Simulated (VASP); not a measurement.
Be, 2 atoms in the cell. The structure is monoclinic, space group P2_1/m (No. 11). The conventional cell has a = 2.270 Å, b = 3.588 Å, c = 2.270 Å, α = 90.00°, β = 120.00°, γ = 90.00°. Be (site symmetry m) has 12 Be at 2.12 to 2.34 Å within 2.8 Å.  This cell differs from its parent crystal: atoms displaced along a vibrational mode, the cell strained.

```yaml
Program: VASP 6.6.1
Task: single point
Functional: PBE
Dispersion: D3(BJ)
Potentials_or_basis: VASP PAW PBE potentials, release 64 (Be)
Cutoff: 520 eV
k_mesh: 24 × 24 × 12
Occupations: gaussian, width 0.15 eV
Spin: no spin polarisation
Dipole_correction: no
Further_INCAR_settings: ALGO = Fast; EDIFF = 1e-06; NBANDS = 9
```

Potentials or basis: VASP PAW PBE potentials, release 64 (Be).

The run is started by

```console
$ cat potpaw_PBE.64/Be/POTCAR > POTCAR
$ mpirun -np 1 vasp_std > vasp.out
```

Hardware: 1 thread of Intel(R) Xeon(R) Platinum 8375C CPU @ 2.90GHz (Ice Lake), with other jobs on the host.

**Question.** How long does it take, and how much memory?

**Answer.** Wall time 2.3 min on 1 thread of Intel(R) Xeon(R) Platinum 8375C CPU @ 2.90GHz (Ice Lake), with other jobs on the host, peak memory 0.35 GiB. Counts: scf iterations 11, k points 2030.
